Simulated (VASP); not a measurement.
Wanted: the native input for a VASP 6.6.1 run.

| Item | Value |
| --- | --- |
| Task | single point |
| Functional | PBEsol |
| Potentials or basis | VASP PAW PBE potentials, release 64 (Sb, Pt) |
| Cutoff | 520 eV |
| k mesh | 8 × 8 × 6 |
| Occupations | fermi-dirac, width 0.1 eV |
| Spin | no spin polarisation |
| Dipole correction | no |
| Further INCAR settings | ALGO = Normal; EDIFF = 1e-06; NBANDS = 23 |

The structure of SbPt lies in POSCAR:

```
SbPt
1.0
    4.1694279774      0.0000000000      0.0000000000
   -2.0847139887      3.6108305477      0.0000000000
    0.0000000000      0.0000000000      5.4789156753
Sb Pt
2 2
Direct
    0.3333333333      0.6666666667      0.2500000000
    0.6666666667      0.3333333333      0.7500000000
    0.0000000000      0.0000000000      0.0000000000
    0.0000000000      0.0000000000      0.5000000000
```

One way to write it, as run:

INCAR

```
SYSTEM = SbPt
ALGO = Normal
EDIFF = 1E-6
ENCUT = 520
GGA = PS
ISIF = 2
ISMEAR = -1
LASPH = .True.
LCHARG = .False.
LREAL = .False.
LWAVE = .False.
NBANDS = 23
NELM = 60
PREC = Accurate
SIGMA = 0.1
```

KPOINTS

```
k-points
0
Gamma
  8 8 6
  0 0 0
```

Potentials or basis: VASP PAW PBE potentials, release 64 (Sb, Pt).

The run is started by

```bash
$ cat potpaw_PBE.64/Sb/POTCAR potpaw_PBE.64/Pt/POTCAR > POTCAR
$ mpirun -np 1 vasp_std > vasp.out
```

It gave:

The pressure is -0.2 GPa and the band gap on the k mesh is zero (bands 15 and 16 overlap by 3.77 eV).

Caveat: the PAW data sets were made with another functional, which shifts forces and pressure a little; spin-orbit coupling is left out, which moves the levels of the heavy elements.

Run time: 43 s on 1 thread of Intel(R) Xeon(R) Platinum 8488C (Sapphire Rapids) (shared host), peak memory 0.24 GiB.
